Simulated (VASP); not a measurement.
# BAs: relaxation of cell and atoms with PBEsol

BAs:

```
B As
1.0
     0.00000    2.38394    2.38394
     2.38394    0.00000    2.38394
     2.38394    2.38394    0.00000
B As
1 1
Cartesian
  0.0000 0.0000 0.0000
  3.5759 3.5759 3.5759
```

```yaml
Program: VASP 6.6.1
Task: relaxation of cell and atoms
Functional: PBEsol
Potentials_or_basis: VASP PAW PBE potentials, release 64 (B, As)
Cutoff: 600 eV
k_mesh: 10 × 10 × 10
Occupations: gaussian, width 0.01 eV
Spin: no spin polarisation
Target_pressure: 20 GPa
Dipole_correction: no
Further_INCAR_settings: ALGO = Normal; EDIFF = 1e-06; IBRION = 2; EDIFFG = -0.001; NSW = 80; ISIF = 3
```

| Property | Result |
| --- | --- |
| Relaxed volume | 12.18 Å³/atom |
| Relaxed cell | a = 3.254 Å, b = 3.254 Å, c = 3.254 Å, α = 60.00°, β = 60.00°, γ = 60.00° |
| Space group after relaxing (to 0.05 Å) | F-43m (No. 216) |
| Energy change on relaxing (the enthalpy is what falls) | +82.3 meV/atom |
| Ionic steps | 7 |
| Pressure after relaxing | 20.0 GPa |
| Band gap on the k mesh | 0.96 eV, indirect (least direct gap 3.39 eV) |

Step by step:
| step | energy change (eV) | largest force (eV/Å) | pressure (GPa) | volume (Å³) |
| --- | --- | --- | --- | --- |
| 1 | 0.0000 | 0.0000 | 0.87 | 27.10 |
| 2 | 0.8883 | 0.0000 | 58.22 | 21.24 |
| 3 | 0.1541 | 0.0000 | 19.25 | 24.44 |
| 4 | 0.1632 | 0.0000 | 19.89 | 24.36 |
| 5 | 0.1698 | 0.0000 | 20.37 | 24.31 |
| 6 | 0.1588 | 0.0000 | 19.59 | 24.40 |
| 7 | 0.1646 | 0.0000 | 20.00 | 24.35 |

Final structure:
```
B As
1.0
     0.00000    2.30062    2.30062
     2.30062    0.00000    2.30062
     2.30062    2.30062    0.00000
B As
1 1
Direct
  0.00000 0.00000 0.00000
  0.75000 0.75000 0.75000
```

Levels at points of the mesh, in eV from the valence-band top:
```csv
k point,band 1,band 2,band 3,band 4,band 5,band 6,band 7,band 8
"(0.00, 0.00, 0.00)",-16.52,0.00,0.00,0.00,3.39,3.39,3.39,6.15
"(0.50, 0.00, 0.00)",-13.20,-9.71,-2.03,-2.03,3.35,4.85,4.85,8.89
"(0.50, 0.50, 0.00)",-11.71,-9.19,-4.60,-4.60,1.18,1.20,12.45,12.45
```

It took 34 s on 1 thread of Intel Xeon 6975P-C, with other jobs on the host, peak memory 0.17 GiB.

Caveat: the cell is relaxed towards a set pressure, so the enthalpy falls and the energy may rise; the PAW data sets were made with another functional, which shifts forces and pressure a little. A k mesh can miss the band edges.
